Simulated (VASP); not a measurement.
The system is SnSe.

```
Sn Se
1.0
    11.42000    0.00000    0.00000
     0.00000    4.19000    0.00000
     0.00000    0.00000    4.46000
Sn Se
4 4
Direct
  0.87700 0.75000 0.90900
  0.62300 0.25000 0.40900
  0.37700 0.75000 0.59100
  0.12300 0.25000 0.09100
  0.64300 0.75000 0.98400
  0.85700 0.25000 0.48400
  0.14300 0.75000 0.51600
  0.35700 0.25000 0.01600
```

Base run:

| Property | Result |
| --- | --- |
| Program | VASP 6.6.1 |
| Functional | PBEsol |
| Potentials or basis | VASP PAW PBE potentials, release 64 (Sn_d, Se) |
| Cutoff | 520 eV |
| k mesh | 3 × 6 × 6 |
| Occupations | fermi-dirac, width 0.05 eV |
| Spin | no spin polarisation |

Its results: band gap on the k mesh 0.48 eV (least direct gap 0.66 eV); pressure -0.5 GPa; largest force 0.250 eV/Å.

Task: The run is repeated on the same cell with these changes: functional from PBEsol to PBE; k mesh from 3 × 6 × 6 to 1 × 2 × 2. What comes out?

Result: Band gap on the k mesh 1.07 eV (least direct gap 1.28 eV); pressure 3.1 GPa; largest force 0.693 eV/Å.

Several settings changed at once.

Caveats: some runs use coarse meshes; spin-orbit coupling is left out, which moves the levels of the heavy elements; semilocal functionals underestimate gaps, and a narrow one can read as zero (at least some runs); the PAW data sets were made with another functional, which shifts forces and pressure a little (at least some runs).

A k mesh can miss the band edges.
